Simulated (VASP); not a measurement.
# CdS (rocksalt type) (Fm-3m) in VASP: single point with PBE

Aim: the single point of CdS (rocksalt type) with PBE.

Program: VASP 6.6.1. These are calculated values, not measurements. Logs are shortened: lines on timing, memory, paths and dates and some standing lists are left out, and cuts for length are marked.

## (1) The cell of the first run

It takes space group Fm-3m (No. 225, cubic). Conventional cell: a = 4.502 Å, b = 4.502 Å, c = 4.502 Å, α = 90.00°, β = 90.00°, γ = 90.00°. Within 3.0 Å of Cd (site symmetry m-3m) lie 6 S at 2.25 Å. Within 3.0 Å of S (site symmetry m-3m) lie 6 Cd at 2.25 Å.

## (2) Single point, PBE (11.41 Å³/atom)

POSCAR

```
CdS
1.0
    0.0000000000      2.2510188071      2.2510188071
    2.2510188071      0.0000000000      2.2510188071
    2.2510188071      2.2510188071      0.0000000000
Cd S
1 1
Direct
    0.0000000000      0.0000000000      0.0000000000
    0.5000000000      0.5000000000      0.5000000000
```

INCAR.step1

```
SYSTEM = CdS
PREC = Accurate
ENCUT = 520
EDIFF = 1E-6
ISMEAR = -1
SIGMA = 0.1
LREAL = .False.
LASPH = .True.
NELM = 100
ALGO = Normal
ISIF = 2
LWAVE = .False.
LCHARG = .True.
GGA = PE
NBANDS = 16
```

KPOINTS.step1

```
regular mesh
0
Gamma
  13 13 13
  0 0 0
```

INCAR.step2

```
SYSTEM = CdS
PREC = Accurate
ENCUT = 520
EDIFF = 1E-6
ISMEAR = -5
SIGMA = 0.1
LREAL = .False.
LASPH = .True.
NELM = 100
ALGO = Normal
ISIF = 2
LWAVE = .False.
LCHARG = .False.
GGA = PE
LORBIT = 10
NEDOS = 2001
ICHARG = 11
```

KPOINTS.step2

```
regular mesh
0
Gamma
  20 20 20
  0 0 0
```

Potentials or basis: VASP PAW PBE potentials, release 64 (Cd, S).

Run with:

```
> cat potpaw_PBE.64/Cd/POTCAR potpaw_PBE.64/S/POTCAR > POTCAR
> cp INCAR.step1 INCAR
> cp KPOINTS.step1 KPOINTS
> mpirun -np 1 vasp_std > vasp.out
> cp INCAR.step2 INCAR
> cp KPOINTS.step2 KPOINTS
> mpirun -np 1 vasp_std > vasp.out
```

OUTCAR:

```text
SYSTEM = CdS
   PREC = Accurate
   ENCUT = 520
   EDIFF = 1E-6
   ISMEAR = -5
   LREAL = .False.
   LASPH = .True.
   NELM = 100
   ISIF = 2
   GGA = PE
   LORBIT = 10
   ICHARG = 11

 ion  position               nearest neighbor table
   1  0.000  0.000  0.000-   2 2.25   2 2.25   2 2.25   2 2.25   2 2.25   2 2.25
   2  0.500  0.500  0.500-   1 2.25   1 2.25   1 2.25   1 2.25   1 2.25   1 2.25

  LATTYP: Found a face centered cubic cell.
 ALAT       =     4.5020376142

  Lattice vectors:

 A1 = (   0.0000000000,   2.2510188071,   2.2510188071)
 A2 = (   2.2510188071,   0.0000000000,   2.2510188071)
 A3 = (   2.2510188071,   2.2510188071,   0.0000000000)

Analysis of symmetry for initial positions (statically):
=====================================================================
 Subroutine PRICEL returns:
 Original cell was already a primitive cell.

 Routine SETGRP: Setting up the symmetry group for a
 face centered cubic supercell.

 Subroutine GETGRP returns: Found 48 space group operations
 (whereof 48 operations were pure point group operations)
 out of a pool of 48 trial point group operations.

The static configuration has the point symmetry O_h .

Analysis of symmetry for dynamics (positions and initial velocities):
=====================================================================
 Subroutine PRICEL returns:
 Original cell was already a primitive cell.

 Routine SETGRP: Setting up the symmetry group for a
 face centered cubic supercell.

 Subroutine GETGRP returns: Found 48 space group operations
 (whereof 48 operations were pure point group operations)
 out of a pool of 48 trial point group operations.

The dynamic configuration has the point symmetry O_h .

 Subroutine INISYM returns: Found 48 space group operations
 (whereof 48 operations are pure point group operations),
 and found     1 'primitive' translations

----------------------------------------------------------------------------------------

                                     Primitive cell

  volume of cell :      22.8122

  direct lattice vectors                    reciprocal lattice vectors
     0.000000000  2.251018807  2.251018807    -0.222121645  0.222121645  0.222121645
     2.251018807  0.000000000  2.251018807     0.222121645 -0.222121645  0.222121645
     2.251018807  2.251018807  0.000000000     0.222121645  0.222121645 -0.222121645

  length of vectors
     3.183421326  3.183421326  3.183421326     0.384725974  0.384725974  0.384725974

  position of ions in fractional coordinates (direct lattice)
     0.000000000  0.000000000  0.000000000
     0.500000000  0.500000000  0.500000000

  ion indices of the primitive-cell ions
   primitive index   ion index
                 1           1
                 2           2

----------------------------------------------------------------------------------------

 KPOINTS: regular mesh

Automatic generation of k-mesh.
 Grid dimensions read from file:
 generate k-points for:   20   20   20

 Generating k-lattice:

  Cartesian coordinates                     Fractional coordinates (reciprocal lattice)
    -0.011106082  0.011106082  0.011106082     0.050000000  0.000000000  0.000000000
     0.011106082 -0.011106082  0.011106082     0.000000000  0.050000000  0.000000000
     0.011106082  0.011106082 -0.011106082     0.000000000  0.000000000  0.050000000

  Length of vectors
     0.019236299  0.019236299  0.019236299

  Shift w.r.t. Gamma in fractional coordinates (k-lattice)
     0.000000000  0.000000000  0.000000000

 TETIRR: Found   1093 inequivalent tetrahedra from    48000

 Subroutine IBZKPT returns following result:
 ===========================================

 Found    256 irreducible k-points:

 Following reciprocal coordinates:
            Coordinates               Weight
  0.000000  0.000000  0.000000      1.000000
  0.050000  0.000000  0.000000      8.000000
  0.100000  0.000000  0.000000      8.000000
  0.150000  0.000000  0.000000      8.000000
  0.200000  0.000000  0.000000      8.000000
  0.250000  0.000000  0.000000      8.000000
[... 16 lines left out ...]
 -0.400000  0.050000  0.000000     24.000000
 -0.350000  0.050000  0.000000     24.000000
 [... further k-points ...]
   k-points           NKPTS =    256   k-points in BZ     NKDIM =    256   number of bands    NBANDS=     13
   number of dos      NEDOS =   2001   number of ions     NIONS =      2
   total plane-waves  NPLWV =  13824
   dimension x,y,z NGX =    24 NGY =   24 NGZ =   24
   dimension x,y,z NGXF=    48 NGYF=   48 NGZF=   48
   ions per type =               1   1
   NGX,Y,Z   is equivalent  to a cutoff of  12.53, 12.53, 12.53 a.u.
   NGXF,Y,Z  is equivalent  to a cutoff of  25.07, 25.07, 25.07 a.u.
 SYSTEM =  CdS
   PREC   = accura    normal or accurate (medium, high low for compatibility)
   ISTART =      0    job   : 0-new  1-cont  2-samecut
   ICHARG =     11    charge: 1-file 2-atom 10-const
   ISPIN  =      1    spin polarized calculation?
   LNONCOLLINEAR =      F non collinear calculations
   LSORBIT =      F    spin-orbit coupling
   LASPH  =      T    aspherical Exc in radial PAW
   ENCUT  =  520.0 eV  38.22 Ry    6.18 a.u.   5.92  5.92  5.92*2*pi/ulx,y,z
   NELM   =    100;   NELMIN=  2; NELMDL=  0     # of ELM steps
   EDIFF  = 0.1E-05   stopping-criterion for ELM
   LREAL  =      F    real-space projection
[... 7 lines left out ...]
   TEBEG  =    0.0;   TEEND  =   0.0 temperature during run
   PSTRESS=    0.0 pullay stress
   NELECT =      18.0000    total number of electrons
   NUPDOWN=      -1.0000    fix difference up-down
   EMIN   =  10.00;   EMAX   =-10.00  energy-range for DOS
   EFERMI =   0.00;   METHOD = LEGACY
   ISMEAR =    -5;   SIGMA  =   0.10  broadening in eV -4-tet -1-fermi 0-gaus
   EFERMI_NEDOS =   21; number of points for ismear=-14 and -15
   IALGO  =     38    algorithm
   IMIX   =      4    mixing-type and parameters
     AMIX     =   0.40;   BMIX     =  1.00
     AMIX_MAG =   1.60;   BMIX_MAG =  1.00
  volume/ion in A,a.u.               =      11.41        76.97
  Fermi-wavevector in a.u.,A,eV,Ry     =   1.512783  2.858745 31.137088  2.288511
  Thomas-Fermi vector in A             =   2.622661
   LORBIT       =     10    0 simple, 1 ext, 2 COOP (PROOUT), +10 PAW based schemes
   GGA     = PE    functional components
   LHFCALC =     F    Hartree Fock is set to
   AEXX    =    0.0000 exact exchange contribution
   IVDW    =     0    specifies the selected vdW correction
   LEPSILON=     F    determine dielectric tensor
   LRPA    =     F    only Hartree local field effects (RPA)
 non-spin polarized calculation
 Fermi weights with tetrahedron method with Bloechl corrections
  energy-cutoff  :      520.00
  volume of cell :       22.81
 maximum number of plane-waves:       636

 number of electron      17.9999993 magnetization

 Free energy of the ion-electron system (eV)
  ---------------------------------------------------
  ext. energy  EPLUGINS =         0.00000000
  ---------------------------------------------------
  free energy    TOTEN  =         0.10739670 eV

  energy without entropy =        0.10739670  energy(sigma->0) =        0.10739670

 E-fermi :  11.3677     XC(G=0): -13.5960

 val. band max:       11.5148336091   @ k =   0.5000   0.0000   0.0000
 cond. band min:      11.4114448722   @ k =   0.4500   0.0000   0.0000
 fundamental gap:     -0.1033887369
 Fermi energy:        11.3676629751

 k-point     1 :       0.0000    0.0000    0.0000
  band No.  band energies     occupation
      1      -8.0341      2.00000
      2       0.2422      2.00000
      3       0.2422      2.00000
      4       0.2422      2.00000
      5       0.2567      2.00000
      6       0.2567      2.00000
      7       8.4978      2.00000
      8       8.4978      2.00000
      9       8.4978      2.00000
     10      16.0967      0.00000
     11      20.1666      0.00000
     12      20.1666      0.00000
     13      20.1666      0.00000

 k-point     2 :       0.0500    0.0000    0.0000
  band No.  band energies     occupation
      1      -7.9837      2.00000
      2       0.2169      2.00000
      3       0.2169      2.00000
      4       0.2226      2.00000
      5       0.2667      2.00000
      6       0.2667      2.00000
      7       8.2879      2.00000
      8       8.5657      2.00000
      9       8.5657      2.00000
     10      16.2957      0.00000
     11      19.5139      0.00000
     12      20.1544      0.00000
     13      20.1544      0.00000

 k-point     3 :       0.1000    0.0000    0.0000
  band No.  band energies     occupation
      1      -7.8336      2.00000
      2       0.1127      2.00000
      3       0.1127      2.00000
      4       0.1622      2.00000
      5       0.3296      2.00000
      6       0.3296      2.00000
      7       7.7332      2.00000
      8       8.7615      2.00000
      9       8.7615      2.00000
     10      16.7290      0.00000
     11      18.7753      0.00000
     12      20.0811      0.00000
     13      20.0811      0.00000
[... 305 lines left out ...]
 k-point    23 :      -0.4000    0.0500    0.0000
  band No.  band energies     occupation
      1      -5.1415      2.00000
      2      -1.5720      2.00000
      3      -0.9125      2.00000
      4      -0.8155      2.00000
      5       1.1188      2.00000
      6       1.1913      2.00000
      7       3.6479      2.00000
      8      10.5254      2.00196
      9      11.4537      1.26264
     10      13.6693      0.00000
     11      16.0219      0.00000
     12      16.3277      0.00000
     13      23.3684      0.00000

 k-point    24 :      -0.3500    0.0500    0.0000
  band No.  band energies     occupation
      1      -5.6328      2.00000
      2      -1.1888      2.00000
      3      -0.8279      2.00000
      4      -0.6831      2.00000
      5       1.0009      2.00000
      6       1.1036      2.00000
      7       4.0004      2.00000
      8      10.1480      2.00000
      9      11.2595      1.99291
     10      14.0274      0.00000
     11      16.4934      0.00000
     12      16.8979      0.00000
     13      22.7047      0.00000

 [... further k-points ...]

------------------------ aborting loop because EDIFF is reached ----------------------------------------

  FORCE on cell =-STRESS in cart. coord.  units (eV):
  Direction    XX          YY          ZZ          XY          YZ          ZX
  --------------------------------------------------------------------------------------
  -------------------------------------------------------------------------------------
  Total       25.4986364     25.4986364     25.4986364      0.0000000      0.0000000      0.0000000
  in kB     1790.8539653   1790.8539653   1790.8539653      0.0000000      0.0000000      0.0000000
  external PRESSURE =    1790.8539653 kB  Pullay stress =       0.0000000 kB

 VOLUME and BASIS-vectors are now :
 -----------------------------------------------------------------------------
  energy-cutoff  :      520.00
  volume of cell :       22.81
      direct lattice vectors                 reciprocal lattice vectors
     0.000000000  2.251018807  2.251018807    -0.222121645  0.222121645  0.222121645
     2.251018807  0.000000000  2.251018807     0.222121645 -0.222121645  0.222121645
     2.251018807  2.251018807  0.000000000     0.222121645  0.222121645 -0.222121645

 POSITION                                       TOTAL-FORCE (eV/Angst)
 -----------------------------------------------------------------------------------
      0.00000      0.00000      0.00000        -0.000000      0.000000      0.000000
      2.25102      2.25102      2.25102         0.000000      0.000000     -0.000000
 -----------------------------------------------------------------------------------
    total drift:                                0.000000     -0.000000     -0.000000

  FREE ENERGIE OF THE ION-ELECTRON SYSTEM (eV)
  ---------------------------------------------------
  free  energy   TOTEN  =         0.1073967001 eV

  energy  without entropy=        0.1073967001  energy(sigma->0) =        0.10739670

 total charge

# of ion       s       p       d       tot
------------------------------------------
    1        0.584   0.750   9.733  11.068
    2        1.360   2.751   0.000   4.111
--------------------------------------------------
tot          1.944   3.501   9.733  15.178
```

Wall time 77 s (1 thread of Intel Xeon 8259CL, shared host); peak memory 0.2 GiB.

Results:

```yaml
Valence_electrons_inside_the_program's_atomic_spheres: Cd 11.07; S 4.11
```

Caveat: tetrahedron occupations give inexact forces and stress in metals.
